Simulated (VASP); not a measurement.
Sr: single point with PBE

Sr:

```
CELL_PARAMETERS angstrom
-2.18250 2.18250 2.18250
2.18250 -2.18250 2.18250
2.18250 2.18250 -2.18250
ATOMIC_POSITIONS crystal
Sr 0.00000 0.00000 0.00000
```

```json
{"Program": "VASP 6.6.1", "Task": "single point", "Functional": "PBE", "Potentials or basis": "VASP PAW PBE potentials, release 64 (Sr_sv)", "Cutoff": "500 eV", "k mesh": "4 × 4 × 4", "Occupations": "gaussian, width 0.1 eV", "Spin": "no spin polarisation", "Dipole correction": "no", "Further INCAR settings": "ALGO = Normal; EDIFF = 1e-06; NBANDS = 11"}
```

```
Pressure               : 4.9 GPa
Band gap on the k mesh : zero (band 5 reaches 3.11 eV, above the bottom of band 6 at 2.06 eV)
```

Levels at points of the mesh, in eV from the Fermi level:
| k point | band 3 | band 4 | band 5 | band 6 | band 7 | band 8 |
| --- | --- | --- | --- | --- | --- | --- |
| (0.00, 0.00, 0.00) | -17.83 | -17.83 | -3.95 | 2.78 | 2.78 | 2.78 |
| (0.50, 0.00, 0.00) | -17.99 | -17.84 | -1.15 | 0.87 | 1.25 | 4.41 |
| (0.50, 0.50, 0.50) | -18.18 | -18.18 | -0.51 | -0.51 | 5.03 | 5.03 |

Wall time 7.3 s on 1 thread of Intel(R) Xeon(R) Platinum 8488C (Sapphire Rapids) (shared host), peak memory 0.15 GiB.

Caveat: the k points lie up to 0.51 Å⁻¹ apart.
